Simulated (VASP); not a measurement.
Crystal: Ca2Ge2N.

```
Ca Ge N
1.0
     3.95411    0.00000    0.00000
     0.00000    3.95411    0.00000
     0.00000    0.00000    6.60765
Ca Ge N
2 2 1
Direct
  0.00000 0.50000 0.50000
  0.50000 0.00000 0.50000
  0.50000 0.50000 0.25883
  0.50000 0.50000 0.74117
  0.00000 0.00000 0.00000
```

The cell was generated, and may not be a known phase.

```yaml
Program: VASP 6.6.1
Task: relaxation of cell and atoms
Functional: PBE
Potentials_or_basis: VASP PAW PBE potentials, release 64 (Ca_sv, Ge_d, N_h)
Cutoff: 1330 eV
k_mesh: 4 × 4 × 4
Occupations: gaussian, width 0.1 eV
Spin: no spin polarisation
```

At the start: pressure 21.4 GPa; volume 20.66 Å³/atom.

Problem. How do energy, volume and symmetry change on relaxing?

Solution. Over 21 steps the energy falls by 1539.7 meV/atom and the volume is 27.98 Å³/atom (+35.4 %); space group P4/mmm (No. 123, to 0.1 Å) before and after.

The path:
```
step  energy change (eV)  largest force (eV/Å)  pressure (GPa)  volume (Å³)
   1              0.0000                5.8800           21.38       103.31
   2             -4.3234                1.9443           -2.55       149.77
   3             -4.3977                1.7840           -3.43       155.33
   4             -4.4288                1.4676           -4.70       166.81
   5             -5.8947                0.2458           -3.71       155.23
   6             -6.0055                1.9723           -2.44       152.04
   7             -6.0045                1.6126           -2.70       152.58
   8             -6.4252                0.9066           -0.39       139.32
   9             -6.5231                0.7552            1.46       131.78
  10             -6.5494                1.1378            6.95       117.24
  11             -6.7478                0.6904            7.64       116.23
  12             -6.8682                1.3749           10.92       112.63
  13             -6.9340                0.2648            9.56       114.10
  14             -7.3015                0.1337            6.38       120.49
  15             -7.6893                0.1385            0.83       136.63
  16             -7.6945                0.1777            0.29       138.79
  17             -7.6944                0.1876            0.17       139.31
  18             -7.6965                0.0836            0.12       139.46
  19             -7.6978                0.0657            0.07       139.68
  20             -7.6978                0.0789            0.06       139.70
  21             -7.6984                0.0360            0.03       139.89
```

Final structure:
```
Ca Ge N
1.0
     5.41096    0.00000    0.00000
     0.00000    5.41096    0.00000
     0.00000    0.00000    4.77799
Ca Ge N
2 2 1
Direct
  0.00000 0.50000 0.50000
  0.50000 0.00000 0.50000
  0.50000 0.50000 0.24718
  0.50000 0.50000 0.75282
  0.00000 0.00000 0.00000
```

Caveat: the k points lie up to 0.33 Å⁻¹ apart in the final cell, too coarse for converged energies and pressures of a metal; the volume moved by over 15 % at a fixed basis, so the end points are rough; an odd number of electrons without spin polarisation forces a metal; a magnetic or distorted state may lie lower.
